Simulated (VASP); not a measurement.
Here is a VASP 6.6.1 calculation.

The input INCAR:

```
  PREC = Accurate
  ENCUT = 520
  EDIFF = 1E-6
  ISMEAR = -1
  SIGMA = 0.05
  LREAL = False
  LASPH = True
  NELM = 60
  ALGO = Normal
  ISIF = 2
  LWAVE = False
  LCHARG = True
  GGA = PS
  LELF = True
  LVHAR = True
  NBANDS = 17
```

KPOINTS

```
Automatic mesh
0
Gamma
  10 10 10
```

The input POSCAR:

```
SnSe
1.0
    0.0000000000      2.8516882363      2.8516882363
    2.8516882363      0.0000000000      2.8516882363
    2.8516882363      2.8516882363      0.0000000000
Sn Se
1 1
Direct
    0.0000000000      0.0000000000      0.0000000000
    0.5000000000      0.5000000000      0.5000000000
```

Potentials or basis: VASP PAW PBE potentials, release 64 (Sn_d, Se).

Command:

```bash
$ cat potpaw_PBE.64/Sn_d/POTCAR potpaw_PBE.64/Se/POTCAR > POTCAR
$ mpirun -np 1 vasp_std > vasp.out
```

Task: Predict the band gap on the k mesh.

Result: 0.21 eV, indirect (least direct gap 0.49 eV).

Task: Predict the pressure.

Result: 9.3 GPa.

Caveat: the PAW data sets were made with another functional, which shifts forces and pressure a little; spin-orbit coupling is left out, which moves the levels of the heavy elements. A k mesh can miss the band edges.
